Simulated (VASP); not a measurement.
Input of a VASP 6.6.1 run:

The input INCAR:

```
PREC     = Accurate       # precision mode
ENCUT    = 520            # plane-wave cutoff, eV
EDIFF    = 1E-6           # SCF threshold, eV
ISMEAR   = 0              # smearing method
SIGMA    = 0.1            # smearing width, eV
LREAL    = Auto         
LASPH    = T              # aspherical terms in the spheres
NELM     = 60             # most SCF steps
ALGO     = Fast           # electronic algorithm
ISIF     = 2              # what is computed and relaxed
LWAVE    = F              # write WAVECAR
LCHARG   = F              # write CHGCAR
LDIPOL   = T            
IDIPOL   = 3            
DIPOL    = 0.5 0.5 0.500
GGA      = PE             # functional
IVDW     = 12             # dispersion correction
NBANDS   = 82             # bands
```

KPOINTS

```
regular mesh
0
Gamma
  6 6 1
```

The input POSCAR:

```
SiNi3
1.0
    4.9012370355      0.0000000000      0.0000000000
   -2.4506185178      4.2445957827      0.0000000000
    0.0000000000      0.0000000000     23.0027649227
Si Ni
4 12
Direct
    0.6666666667      0.3333333333      0.3695207958
    0.3333333333      0.6666666667      0.4565069319
    0.0000000000      0.0000000000      0.5444319193
    0.6666666667      0.3333333333      0.6305562982
    0.1666666667      0.8333333333      0.3695207958
    0.1666666667      0.3333333333      0.3695207958
    0.6666666667      0.8333333333      0.3695207958
    0.8333333333      0.1666666667      0.4565069319
    0.8333333333      0.6666666667      0.4565069319
    0.3333333333      0.1666666667      0.4565069319
    0.4995199020      0.5004800980      0.5435499091
    0.4995199020     -0.0009601960      0.5435499091
    0.0009601960      0.5004800980      0.5435499091
    0.1651075523      0.8348924477      0.6309172813
    0.1651075523      0.3302151046      0.6309172813
    0.6697848954      0.8348924477      0.6309172813
```

Potentials or basis: VASP PAW PBE potentials, release 64 (Si, Ni).

Run with:

```bash
$ cat potpaw_PBE.64/Si/POTCAR potpaw_PBE.64/Ni/POTCAR > POTCAR
$ mpirun -np 1 vasp_std > vasp.out
```

Q: Predict the largest force.

A: 0.255 eV/Å.

Q: Estimate the dispersion energy per atom.

A: -0.372 eV.

Q: Predict the band gap on the k mesh.

A: Zero (bands 68 and 69 overlap by 0.17 eV).

Forces in eV/Å, atoms in the order of the input:
```
Si   0.000  0.000  0.075
Si   0.000  0.000 -0.132
Si   0.000  0.000 -0.016
Si   0.000  0.000 -0.043
Ni   0.218 -0.126 -0.042
Ni   0.000  0.251 -0.042
Ni  -0.218 -0.126 -0.042
Ni   0.073 -0.042  0.065
Ni   0.000  0.084  0.065
Ni  -0.073 -0.042  0.065
Ni   0.005 -0.003  0.003
Ni   0.000  0.005  0.003
Ni  -0.005 -0.003  0.003
Ni   0.010 -0.006  0.012
Ni   0.000  0.011  0.012
Ni  -0.010 -0.006  0.012
```

Spin polarisation is off, so any magnetic state and its effect on volume and gap are missing.
